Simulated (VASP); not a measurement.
# NaCl in VASP: further runs, part 2 of 2

VASP 6.6.1. Earlier steps stand in the parts before.

## 3. Single point, PBE (equal xy, yz and zx shear strains of +1.5 %)

Contents of INCAR:

```
PREC     = Accurate       # precision mode
ENCUT    = 520            # plane-wave cutoff, eV
EDIFF    = 1E-6           # SCF threshold, eV
ISMEAR   = -1             # smearing method
SIGMA    = 0.03           # smearing width, eV
LREAL    = F              # projectors in reciprocal space
LASPH    = T              # aspherical terms in the spheres
NELM     = 100            # most SCF steps
ALGO     = Normal         # electronic algorithm
ISIF     = 2              # what is computed and relaxed
LWAVE    = F              # write WAVECAR
LCHARG   = F              # write CHGCAR
GGA      = PE             # functional
NBANDS   = 14             # bands
```

Contents of KPOINTS:

```
Automatic mesh
0
Gamma
  7 7 7
```

Contents of POSCAR:

```
NaCl
1.0
    0.0424762500      2.8529881250      2.8529881250
    2.8529881250      0.0424762500      2.8529881250
    2.8529881250      2.8529881250      0.0424762500
Na Cl
1 1
Direct
    0.0000000000      0.0000000000      0.0000000000
    0.5000000000      0.5000000000      0.5000000000
```

Potentials or basis: VASP PAW PBE potentials, release 64 (Na_pv, Cl).

Launch:

```bash
$ cat potpaw_PBE.64/Na_pv/POTCAR potpaw_PBE.64/Cl/POTCAR > POTCAR
$ mpirun -np 1 vasp_std > vasp.out
```

OUTCAR:

```text
PREC = Accurate
   ENCUT = 520
   EDIFF = 1E-6
   ISMEAR = -1
   LREAL = F
   LASPH = T
   NELM = 100
   ISIF = 2
   GGA = PE

 ion  position               nearest neighbor table
   1  0.000  0.000  0.000-
   2  0.500  0.500  0.500-

  LATTYP: Found a trigonal (rhomboedric) cell.
 ALAT       =     4.0349580809
 COS(alpha) =     0.5148312781

  Lattice vectors:

 A1 = (   0.0424762500,   2.8529881250,   2.8529881250)
 A2 = (   2.8529881250,   0.0424762500,   2.8529881250)
 A3 = (   2.8529881250,   2.8529881250,   0.0424762500)

Analysis of symmetry for initial positions (statically):
=====================================================================
 Subroutine PRICEL returns:
 Original cell was already a primitive cell.

 Routine SETGRP: Setting up the symmetry group for a
 trigonal (rhombohedral) supercell.

 Subroutine GETGRP returns: Found 12 space group operations
 (whereof 12 operations were pure point group operations)
 out of a pool of 12 trial point group operations.

The static configuration has the point symmetry D_3d.

[... 164 lines left out ...]
 fundamental gap:      5.0285102372
 Fermi energy:        -0.1410345776

 k-point     1 :       0.0000    0.0000    0.0000
  band No.  band energies     occupation
      1     -21.6473      2.00000
      2     -21.6473      2.00000
      3     -21.6438      2.00000
      4     -13.4326      2.00000
      5      -0.8563      2.00000
      6      -0.7729      2.00000
      7      -0.7729      2.00000
      8       4.2556      0.00000
      9      10.1074      0.00000
     10      10.4097      0.00000
     11      10.4097      0.00000
     12      12.4544      0.00000
     13      12.4544      0.00000
     14      14.0304      0.00000
[... 377 lines left out ...]
      1     -21.6620      2.00000
      2     -21.6523      2.00000
      3     -21.6503      2.00000
      4     -13.1620      2.00000
      5      -2.1406      2.00000
      6      -1.3790      2.00000
      7      -1.0936      2.00000
      8       6.9886      0.00000
      9       8.4472      0.00000
     10       9.3959      0.00000
     11      11.4192      0.00000
     12      12.2115      0.00000
     13      14.4873      0.00000
     14      16.4655      0.00000

 [... further k-points ...]
[... 5 lines left out ...]
  --------------------------------------------------------------------------------------
  -------------------------------------------------------------------------------------
  Total        0.1126414      0.1126414      0.1126414     -0.0544037     -0.0544037     -0.0544037
  in kB        3.9745397      3.9745397      3.9745397     -1.9196271     -1.9196271     -1.9196271
  external PRESSURE =       3.9745397 kB  Pullay stress =       0.0000000 kB

 VOLUME and BASIS-vectors are now :
 -----------------------------------------------------------------------------
  energy-cutoff  :      520.00
  volume of cell :       45.41
      direct lattice vectors                 reciprocal lattice vectors
     0.042476250  2.852988125  2.852988125    -0.179218094  0.176588978  0.176588978
     2.852988125  0.042476250  2.852988125     0.176588978 -0.179218094  0.176588978
     2.852988125  2.852988125  0.042476250     0.176588978  0.176588978 -0.179218094

 POSITION                                       TOTAL-FORCE (eV/Angst)
 -----------------------------------------------------------------------------------
      0.00000      0.00000      0.00000         0.000000      0.000000      0.000000
      2.87423      2.87423      2.87423        -0.000000     -0.000000     -0.000000
 -----------------------------------------------------------------------------------
    total drift:                               -0.000000      0.000000      0.000000

  FREE ENERGIE OF THE ION-ELECTRON SYSTEM (eV)
  ---------------------------------------------------
  free  energy   TOTEN  =        -6.7755824379 eV

  energy  without entropy=       -6.7755824379  energy(sigma->0) =       -6.77558244
```

OSZICAR:

```text
N       E                     dE             d eps       ncg     rms          rms(c)
DAV:   1     0.987929495017E+02    0.98793E+02   -0.71153E+03  1246   0.101E+03
DAV:   2     0.125524806191E+01   -0.97538E+02   -0.89483E+02  1360   0.264E+02
DAV:   3    -0.684401698939E+01   -0.80993E+01   -0.80496E+01  1580   0.712E+01
DAV:   4    -0.697352996845E+01   -0.12951E+00   -0.12944E+00  1472   0.988E+00
DAV:   5    -0.697632829846E+01   -0.27983E-02   -0.27982E-02  1634   0.146E+00    0.215E+00
DAV:   6    -0.678139017096E+01    0.19494E+00   -0.32492E-01  1582   0.327E+00    0.160E+00
DAV:   7    -0.676978061702E+01    0.11610E-01   -0.82045E-02  1590   0.163E+00    0.109E+00
DAV:   8    -0.677558855426E+01   -0.58079E-02   -0.10163E-02  1406   0.858E-01    0.298E-01
DAV:   9    -0.677546906025E+01    0.11949E-03   -0.21972E-04  1610   0.113E-01    0.166E-01
DAV:  10    -0.677559429805E+01   -0.12524E-03   -0.35049E-04  1412   0.141E-01    0.706E-02
DAV:  11    -0.677558258361E+01    0.11714E-04   -0.20612E-05  1646   0.407E-02    0.172E-02
DAV:  12    -0.677558243792E+01    0.14569E-06   -0.27990E-06  1442   0.148E-02
   1 F= -.67755824E+01 E0= -.67755824E+01  d E =-.133296E-10
```

It took 19 s on 1 thread of AMD EPYC 7R43 (Zen 3), shared host; peak memory 0.14 GiB.

What came out:

| Quantity | Value |
| --- | --- |
| Free energy | -6.7756 eV |
| Pressure | 0.4 GPa |
| Band gap on the k mesh | 5.03 eV, direct |

Levels at points of the mesh, in eV from the valence-band top:
```csv
k point,band 3,band 4,band 5,band 6,band 7,band 8,band 9,band 10,band 11,band 12
"(0.00, 0.00, 0.00)",-20.87,-12.66,-0.08,0.00,0.00,5.03,10.88,11.18,11.18,13.23
```

Caveat: the cell differs from its parent crystal (equal xy, yz and zx shear strains of +1.5 %).

## 4. Single point, PBE (atom 2 (Cl) moved by [0.028868, 0.028868, 0.028868] A)

Contents of INCAR:

```
  PREC = Accurate
  ENCUT = 520
  EDIFF = 1E-6
  ISMEAR = -1
  SIGMA = 0.03
  LREAL = F
  LASPH = T
  NELM = 100
  ALGO = Normal
  ISIF = 2
  LWAVE = F
  LCHARG = F
  GGA = PE
  NBANDS = 14
```

KPOINTS is that of step 3.

Contents of POSCAR:

```
NaCl
1.0
    0.0000000000      2.8317500000      2.8317500000
    2.8317500000      0.0000000000      2.8317500000
    2.8317500000      2.8317500000      0.0000000000
Na Cl
1 1
Direct
    0.0000000000      0.0000000000      0.0000000000
    0.5050972014      0.5050972014      0.5050972014
```

Launch:

```bash
$ cat potpaw_PBE.64/Na_pv/POTCAR potpaw_PBE.64/Cl/POTCAR > POTCAR
$ mpirun -np 1 vasp_std > vasp.out
```

It took 19 s on 1 thread of AMD EPYC 7R43 (Zen 3), shared host; peak memory 0.14 GiB.

The run converged. Its results:

| Property | Result |
| --- | --- |
| Free energy | -6.7752 eV |
| Pressure | 0.4 GPa |
| Largest force | 0.065 eV/Å |
| Band gap on the k mesh | 5.06 eV, direct |

Forces in eV/Å, atoms in the order of the input:
```
Na   0.037  0.037  0.037
Cl  -0.037 -0.037 -0.037
```

Levels at points of the mesh, in eV from the valence-band top:
```
           k point  band 3  band 4  band 5  band 6  band 7  band 8  band 9  band 10  band 11  band 12
(0.00, 0.00, 0.00)  -20.84  -12.63    0.00    0.00    0.00    5.06   11.11    11.11    11.11    13.25
```

Caveat: the cell differs from its parent crystal (atom 2 (Cl) moved by [0.028868, 0.028868, 0.028868] A).

## 5. Single point, PBE+D3(BJ)

This run uses another cell than the first one, of 22.70 Å³/atom, 1.085 times its volume.

Contents of INCAR:

```
  PREC = Accurate
  ENCUT = 520
  EDIFF = 1E-7
  ISMEAR = -1
  SIGMA = 0.03
  LREAL = False
  LASPH = True
  NELM = 80
  ALGO = Normal
  ISIF = 2
  LWAVE = False
  LCHARG = False
  GGA = PE
  IVDW = 12
  NBANDS = 14
```

KPOINTS is that of step 4.

Contents of POSCAR:

```
NaCl
1.0
    0.0424762500      2.8529881250      2.8529881250
    2.8529881250      0.0424762500      2.8529881250
    2.8529881250      2.8529881250      0.0424762500
Na Cl
1 1
Direct
    0.0000000000      0.0000000000      0.0000000000
    0.5000000000      0.5000000000      0.5000000000
```

Launch:

```bash
$ cat potpaw_PBE.64/Na_pv/POTCAR potpaw_PBE.64/Cl/POTCAR > POTCAR
$ mpirun -np 1 vasp_std > vasp.out
```

Run time: 23 s. Hardware: 1 thread of AMD EPYC 7R43 (Zen 3), shared host; peak memory 0.14 GiB.

Results (log left out):

```
Free energy                : -7.1991 eV
Pressure                   : -1.2 GPa
Band gap on the k mesh     : 5.03 eV, direct
Dispersion energy per atom : -0.212 eV
```

Stress tensor (GPa, compression positive):
```
-1.17 -0.19 -0.19
-0.19 -1.17 -0.19
-0.19 -0.19 -1.17
```

Levels at points of the mesh, in eV from the valence-band top:
| k point | band 3 | band 4 | band 5 | band 6 | band 7 | band 8 | band 9 | band 10 | band 11 | band 12 |
| --- | --- | --- | --- | --- | --- | --- | --- | --- | --- | --- |
| (0.00, 0.00, 0.00) | -20.87 | -12.66 | -0.08 | 0.00 | 0.00 | 5.03 | 10.88 | 11.18 | 11.18 | 13.23 |

## 6. Single point, PBE

This run uses another cell than the first one, of 22.71 Å³/atom, 1.085 times its volume.

Contents of INCAR:

```
ALGO = Normal ; EDIFF = 1E-6
ENCUT = 520 ; GGA = PE
ISIF = 2 ; ISMEAR = -1
LASPH = True ; LCHARG = False
LREAL = False ; LWAVE = False
NBANDS = 14 ; NELM = 100
PREC = Accurate ; SIGMA = 0.03
```

Contents of KPOINTS:

```
k-points
0
Gamma
  7 7 7
```

Contents of POSCAR:

```
NaCl
1.0
    0.0000000000      2.8317500000      2.8317500000
    2.8317500000      0.0000000000      2.8317500000
    2.8317500000      2.8317500000      0.0000000000
Na Cl
1 1
Direct
    0.0000000000      0.0000000000      0.0000000000
    0.5000000000      0.5000000000      0.5000000000
```

Potentials or basis: VASP PAW PBE potentials, release 64 (Na_pv, Cl).

Launch:

```bash
$ cat potpaw_PBE.64/Na_pv/POTCAR potpaw_PBE.64/Cl/POTCAR > POTCAR
$ mpirun -np 1 vasp_std > vasp.out
```

Wall time 21 s (1 thread of Intel Xeon 8259CL, shared host); peak memory 0.16 GiB.

The run converged. Its results:

```yaml
Free_energy: -6.7768 eV
Pressure: 0.4 GPa
Band_gap_on_the_k_mesh: 5.06 eV, direct
```

Levels at points of the mesh, in eV from the valence-band top:
```
           k point  band 4  band 5  band 6  band 7  band 8  band 9  band 10  band 11
(0.00, 0.00, 0.00)  -12.63    0.00    0.00    0.00    5.06   11.11    11.11    11.11
```

## 7. The runs side by side

| level | cell | gap on the mesh (eV) | pressure (GPa) |
| --- | --- | --- | --- |
| PBE | a = 3.925, b = 3.925, c = 3.845 Å, angles 60.7, 60.7, 58.6°, 2 atoms | 5.37 | 3.0 |
| PBE | a = 4.035 Å, angles 59.0°, 2 atoms | 5.03 | 0.4 |
| PBE | a = 4.005 Å, angles 60.0°, 2 atoms | 5.06 | 0.4 |
| PBE+D3(BJ) | a = 4.035 Å, angles 59.0°, 2 atoms | 5.03 | -1.2 |

Some of these runs hold the atoms at other places in the same cell, which the table doesn't show; runs alike in all that it shows share one row.

Alike in all rows: task single point; potentials or basis VASP PAW PBE potentials, release 64 (Na_pv, Cl); no spin polarisation; k mesh 7 × 7 × 7; cutoff (eV) 520; smearing fermi-dirac 0.03 eV.

Total energies depend on the potentials used, so only differences within one code and one set of settings carry meaning.
